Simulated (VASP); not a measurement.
Input of a VASP 6.6.1 run:

The input INCAR:

```
ALGO = Normal
EDIFF = 1E-6
ENCUT = 520
GGA = PS
ISIF = 2
ISMEAR = 0
LASPH = True
LCHARG = False
LREAL = False
LWAVE = False
NBANDS = 26
NELM = 60
PREC = Accurate
SIGMA = 0.1
```

File KPOINTS:

```
k-points
0
Gamma
  12 12 8
```

Contents of POSCAR:

```
TiSe
1.0
    3.3155151366      0.0000000000      0.0000000000
   -1.6577575683      2.8713203349      0.0000000000
    0.0000000000      0.0000000000      6.7221416369
Ti Se
2 2
Direct
    0.0000000000      0.0000000000      0.0000000000
    0.0000000000      0.0000000000      0.5000000000
    0.3333333333      0.6666666667      0.2500000000
    0.6666666667      0.3333333333      0.7500000000
```

Potentials or basis: VASP PAW PBE potentials, release 64 (Ti_sv, Se).

The run is started by

```bash
$ cat potpaw_PBE.64/Ti_sv/POTCAR potpaw_PBE.64/Se/POTCAR > POTCAR
$ mpirun -np 1 vasp_std > vasp.out
```

(1) What does it give for the pressure?

(2) What does it give for the band gap on the k mesh?

Answers

(1) 4.2 GPa.

(2) zero (bands 18 and 19 overlap by 0.49 eV).

Caveat: the cell stands under pressure; the PAW data sets were made with another functional, which shifts forces and pressure a little.
